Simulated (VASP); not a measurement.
The system is Co.

```xyz
2
Lattice="2.5038 0.0000 0.0000 -1.2519 2.1684 0.0000 0.0000 0.0000 4.0902" Properties=species:S:1:pos:R:3 pbc="T T T"
Co    0.0000    1.4456    3.0273
Co    1.2519    0.7228    1.0629
```

Base run:

* Program: VASP 6.6.1
* Functional: r2SCAN
* Potentials or basis: VASP PAW PBE potentials, release 64 (Co_sv)
* Cutoff: 660 eV
* k mesh: 12 × 12 × 7
* Occupations: fermi-dirac, width 0.05 eV
* Spin: collinear spin, ferromagnetic start
* Starting moments: [2.0, 2.0] μB

Its results: pressure -9.9 GPa; net moment 3.59 μB per cell; site moments Co +1.95 μB; largest force 0.140 eV/Å.

Q: The run is repeated on the same cell with these changes: functional from r2SCAN to PBEsol; cutoff from 660 eV to 600 eV. What comes out?

A: Pressure -16.6 GPa; net moment 3.30 μB per cell; site moments Co +1.71 μB; largest force 0.376 eV/Å.

Caveats: the cell stands under tension; the PAW data sets were made with another functional, which shifts forces and pressure a little.
